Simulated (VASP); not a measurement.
# BaZrO3 (Pm-3m) in VASP: further runs, part 2 of 2

VASP 6.6.1. The steps go on from the part before.

## (3) Relaxation of cell and atoms, r2SCAN

Contents of POSCAR:

```
BaZrO3
1.0
    4.1913400000      0.0000000000      0.0000000000
    0.0000000000      4.1913400000      0.0000000000
    0.0000000000      0.0000000000      4.1913400000
Ba Zr O
1 1 3
Direct
    0.0000000000      0.0000000000      0.0000000000
    0.5000000000      0.5000000000      0.5000000000
    0.0000000000      0.5000000000      0.5000000000
    0.5000000000      0.0000000000      0.5000000000
    0.5000000000      0.5000000000      0.0000000000
```

Contents of INCAR.step1:

```
ALGO = Normal
EDIFF = 1E-4
ENCUT = 600
GGA = PE
ISMEAR = 0
LASPH = T
LCHARG = F
LREAL = F
LWAVE = T
NELM = 100
PREC = Accurate
SIGMA = 0.02
```

Contents of INCAR.step2:

```
ALGO = Normal
EDIFF = 1E-6
EDIFFG = -0.02
ENCUT = 600
IBRION = 2
ISIF = 3
ISMEAR = 0
ISTART = 1
LASPH = T
LCHARG = F
LMIXTAU = T
LREAL = F
LWAVE = F
METAGGA = R2SCAN
NELM = 100
NSW = 90
PREC = Accurate
SIGMA = 0.02
```

Contents of KPOINTS:

```
k-points
0
Gamma
  6 6 6
```

Potentials or basis: VASP PAW PBE potentials, release 64 (Ba_sv, Zr_sv, O).

Command:

```bash
> cat potpaw_PBE.64/Ba_sv/POTCAR potpaw_PBE.64/Zr_sv/POTCAR potpaw_PBE.64/O/POTCAR > POTCAR
> cp INCAR.step1 INCAR
> mpirun -np 1 vasp_std > vasp.out
> cp INCAR.step2 INCAR
> mpirun -np 1 vasp_std > vasp.out
```

Wall time 6.3 min (1 thread of Intel Xeon Platinum 8259CL at 2.50GHz (Skylake/Cascade Lake), shared host); peak memory 0.26 GiB.

It converged, with:

* Free energy: -85.1129 eV
* Relaxed volume: 14.95 Å³/atom
* Relaxed cell: a = 4.213 Å, b = 4.213 Å, c = 4.213 Å, α = 90.00°, β = 90.00°, γ = 90.00°
* Space group after relaxing (to 0.1 Å): Pm-3m (No. 221)
* Energy gained by relaxing: 1.8 meV/atom
* Ionic steps: 3
* Pressure after relaxing: -0.1 GPa
* Band gap on the k mesh: 3.67 eV (least direct gap 3.93 eV)

The path:
```tsv
step	energy change (eV)	largest force (eV/Å)	pressure (GPa)	volume (Å³)
1	0.0000	0.0000	2.57	73.63
2	0.0043	0.0000	-2.93	76.17
3	-0.0088	0.0000	-0.09	74.76
```

Final structure:
```xyz
5
Lattice="4.2127 0.0000 0.0000 0.0000 4.2127 0.0000 0.0000 0.0000 4.2127" Properties=species:S:1:pos:R:3 pbc="T T T"
Ba    0.0000    0.0000    0.0000
Zr    2.1063    2.1063    2.1063
O     0.0000    2.1063    2.1063
O     2.1063    0.0000    2.1063
O     2.1063    2.1063    0.0000
```

Levels at points of the mesh, in eV from the valence-band top:
```csv
k point,band 17,band 18,band 19,band 20,band 21,band 22,band 23,band 24
"(0.00, 0.00, 0.00)",-0.99,-0.26,-0.26,-0.26,3.67,3.67,3.67,5.15
"(0.50, 0.00, 0.00)",-1.71,-1.65,-0.50,-0.50,4.09,6.12,6.12,6.91
"(0.50, 0.50, 0.00)",-0.95,-0.95,-0.86,-0.07,6.09,6.09,6.90,7.05
"(0.50, 0.50, 0.50)",-2.55,0.00,0.00,0.00,6.56,6.56,6.56,7.41
```

Caveat: the PAW data sets were made with another functional, which shifts forces and pressure a little; spin-orbit coupling is left out, which moves the levels of the heavy elements.

## (4) Single point, r2SCAN

This run uses another cell than the first one, of 14.87 Å³/atom.

Edit POSCAR of step 3 so:

```diff
@@ -2,5 +2,5 @@
 1.0
-    4.1913400000      0.0000000000      0.0000000000
-    0.0000000000      4.1913400000      0.0000000000
-    0.0000000000      0.0000000000      4.1913400000
+    4.2051759564      0.0000000000      0.0000000000
+    0.0000000000      4.2051759564      0.0000000000
+    0.0000000000      0.0000000000      4.2051759564
 Ba Zr O
```

Contents of INCAR.step1:

```
SYSTEM = BaZrO3
PREC = Accurate
ENCUT = 910
ISMEAR = 0
SIGMA = 0.02
LREAL = .FALSE.
LASPH = .TRUE.
NELM = 120
NBANDS = 28
GGA = PE
ALGO = Normal
EDIFF = 1E-5
LWAVE = .TRUE.
LCHARG = .FALSE.
GGA_COMPAT = .FALSE.
```

Contents of INCAR.step2:

```
SYSTEM = BaZrO3
PREC = Accurate
ENCUT = 910
EDIFF = 1E-6
ISMEAR = 0
SIGMA = 0.02
LREAL = .FALSE.
LASPH = .TRUE.
NELM = 120
ALGO = Normal
ISIF = 2
LWAVE = .FALSE.
LCHARG = .TRUE.
METAGGA = R2SCAN
LMIXTAU = .TRUE.
LELF = .TRUE.
LVHAR = .TRUE.
NBANDS = 28
ISTART = 1
GGA_COMPAT = .FALSE.
```

Contents of KPOINTS:

```
regular mesh
0
G
  6 6 6
  0 0 0
```

Potentials or basis: VASP PAW PBE potentials, release 64 (Ba_sv, Zr_sv, O_h).

Command:

```bash
> cat potpaw_PBE.64/Ba_sv/POTCAR potpaw_PBE.64/Zr_sv/POTCAR potpaw_PBE.64/O_h/POTCAR > POTCAR
> cp INCAR.step1 INCAR
> mpirun -np 1 vasp_std > vasp.out
> cp INCAR.step2 INCAR
> mpirun -np 1 vasp_std > vasp.out
```

Wall time 4.1 min (1 thread of Intel Xeon Platinum 8488C (Sapphire Rapids), shared host); peak memory 0.35 GiB.

Results (log left out):

```
Free energy            : -85.1319 eV
Pressure               : 0.8 GPa
Band gap on the k mesh : 3.69 eV (least direct gap 3.94 eV)
```

Levels at points of the mesh, in eV from the valence-band top:
```
           k point  band 17  band 18  band 19  band 20  band 21  band 22  band 23  band 24
(0.00, 0.00, 0.00)    -1.00    -0.25    -0.25    -0.25     3.69     3.69     3.69     5.16
(0.50, 0.00, 0.00)    -1.71    -1.66    -0.49    -0.49     4.12     6.17     6.17     6.93
(0.50, 0.50, 0.00)    -0.94    -0.94    -0.84    -0.07     6.14     6.14     6.94     7.08
(0.50, 0.50, 0.50)    -2.55     0.00     0.00     0.00     6.59     6.59     6.59     7.46
```

Caveat: the cutoff is under 1.25 times the usual one of these potentials, so pressure, stress and relaxed cells hold a basis-set (Pulay) error; the PAW data sets were made with another functional, which shifts forces and pressure a little; spin-orbit coupling is left out, which moves the levels of the heavy elements.

## (5) The runs side by side

| task | potentials or basis | cell | k mesh | cutoff (eV) | smearing | gap on the mesh (eV) | pressure (GPa) |
| --- | --- | --- | --- | --- | --- | --- | --- |
| single point | VASP PAW PBE potentials, release 64 (Ba_sv, Zr_sv, O) | a = 4.191 Å, 5 atoms | 4 × 4 × 4 | 660 | gaussian 0.1 eV | 3.70 | 2.5 |
| relaxation of cell and atoms | VASP PAW PBE potentials, release 64 (Ba_sv, Zr_sv, O) | relaxed from a = 4.191 Å, 5 atoms | 6 × 6 × 6 | 600 | gaussian 0.02 eV | 3.67 | -0.1 |
| single point | VASP PAW PBE potentials, release 64 (Ba_sv, Zr_sv, O_h) | a = 4.205 Å, 5 atoms | 6 × 6 × 6 | 910 | gaussian 0.02 eV | 3.69 | 0.8 |

Alike in all rows: level r2SCAN; no spin polarisation.

Caveats: the PAW data sets were made with another functional, which shifts forces and pressure a little; spin-orbit coupling is left out, which moves the levels of the heavy elements; the cutoff is under 1.25 times the usual one of these potentials, so pressure, stress and relaxed cells hold a basis-set (Pulay) error (at least some runs).

Total energies depend on the potentials used, so only differences within one code and one set of settings carry meaning.
